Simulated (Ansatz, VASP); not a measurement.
## Two plane-wave programs on HfO2

Contents of POSCAR:

```
HfO2
1.0
    5.1650035016      0.0000000000      0.0048066164
    0.0000000000      5.2332219934      0.0000000000
   -0.8834372970      0.0000000000      5.2745013528
Hf O
4 8
Direct
    0.2749439373      0.4570592830      0.7086362539
    0.7250560627      0.9570592830      0.7913637461
    0.7250560627      0.5429407170      0.2913637461
    0.2749439373      0.0429407170      0.2086362539
    0.4511784236      0.7427979685      0.9747125546
    0.5488215764      0.2427979685      0.5252874454
    0.5488215764      0.2572020315      0.0252874454
    0.4511784236      0.7572020315      0.4747125546
    0.0667744772      0.3275754231      0.3502577860
    0.9332255228      0.8275754231      0.1497422140
    0.9332255228      0.6724245769      0.6497422140
    0.0667744772      0.1724245769      0.8502577860
```

File INCAR.step1:

```
SYSTEM = HfO2
ALGO = Normal
EDIFF = 1E-4
ENCUT = 520
GGA = PE
ISMEAR = 0
LASPH = .True.
LCHARG = .False.
LREAL = .False.
LWAVE = .True.
NBANDS = 56
NELM = 80
PREC = Accurate
SIGMA = 0.01
```

File INCAR.step2:

```
SYSTEM = HfO2
ALGO = Normal
EDIFF = 1E-7
ENCUT = 520
ISIF = 2
ISMEAR = 0
ISTART = 1
LASPH = .True.
LCHARG = .False.
LMIXTAU = .True.
LREAL = .False.
LWAVE = .False.
METAGGA = R2SCAN
NBANDS = 56
NELM = 80
PREC = Accurate
SIGMA = 0.01
```

File KPOINTS:

```
k-points
0
Gamma
  6 6 6
  0 0 0
```

Input for Ansatz:

```yaml
crystal:
  lattice:
    - [5.1650035016, 0.0, 0.0048066164]
    - [0.0, 5.2332219934, 0.0]
    - [-0.883437297, 0.0, 5.2745013528]
  atoms:
    - { symbol: Hf, position: [0.2749439373, 0.457059283, 0.7086362539] }
    - { symbol: Hf, position: [0.7250560627, 0.957059283, 0.7913637461] }
    - { symbol: Hf, position: [0.7250560627, 0.542940717, 0.2913637461] }
    - { symbol: Hf, position: [0.2749439373, 0.042940717, 0.2086362539] }
    - { symbol: O, position: [0.4511784236, 0.7427979685, 0.9747125546] }
    - { symbol: O, position: [0.5488215764, 0.2427979685, 0.5252874454] }
    - { symbol: O, position: [0.5488215764, 0.2572020315, 0.0252874454] }
    - { symbol: O, position: [0.4511784236, 0.7572020315, 0.4747125546] }
    - { symbol: O, position: [0.0667744772, 0.3275754231, 0.350257786] }
    - { symbol: O, position: [0.9332255228, 0.8275754231, 0.149742214] }
    - { symbol: O, position: [0.9332255228, 0.6724245769, 0.649742214] }
    - { symbol: O, position: [0.0667744772, 0.1724245769, 0.850257786] }
kpoints:
  mp_grid: { grid: [6, 6, 6] }
  band_path:
    path:
      - [0.0, 0.0, 0.0]
      - [0.0, 0.5, 0.0]
      - [0.0, 0.5, 0.5]
      - [0.0, 0.0, 0.5]
      - [-0.5, 0.0, 0.5]
      - [-0.5, 0.5, 0.5]
      - [-0.5, 0.5, 0.0]
      - [-0.5, 0.0, 0.0]
    npoints: 1
hamiltonian:
  xc: r2scan
scf:
  occupations: { method: fixed }
  n_extra_bands: 7
output:
  forces: true
  stress: true
  eigenvalues: true
  write_density: true
  write_potential: true
  elf: true
  volumetric_format: npy
```

Change from the starting cell: hydrostatic strain +1.0%.

Alike in both runs: task single point; functional r2SCAN; k mesh 6 × 6 × 6; no spin polarisation.

|  | VASP | Ansatz |
| --- | --- | --- |
| version | VASP 6.6.1 | Ansatz 0.2.0 |
| potentials or method | VASP PAW PBE potentials, release 64 (Hf_pv, O) | plane waves, PAW |
| plane-wave cutoff (eV) | 520 | 500 |
| occupations | gaussian, width 0.01 eV | fixed |
| valence electrons in the cell | 88 | 152 |

```tsv
	VASP	Ansatz	Ansatz less VASP
gap on the k mesh at the Fermi level (eV)	4.54	4.59	+0.045
pressure (GPa)	-9.4	-6.2	+3.23
traceless stress, the component that is largest in VASP (GPa)	-0.99	-0.96	+0.032
rms of the force components (eV/Å)	0.041	0.001	-0.0401
```

VASP's potentials were made for PBE, not for r2SCAN. Atom by atom the forces differ by 0.041 eV/Å (rms over components). VASP's potentials hold 88 valence electrons a cell and Ansatz's 152, so a difference there can come from the potentials and not from the codes.

Spin-orbit coupling is off throughout.
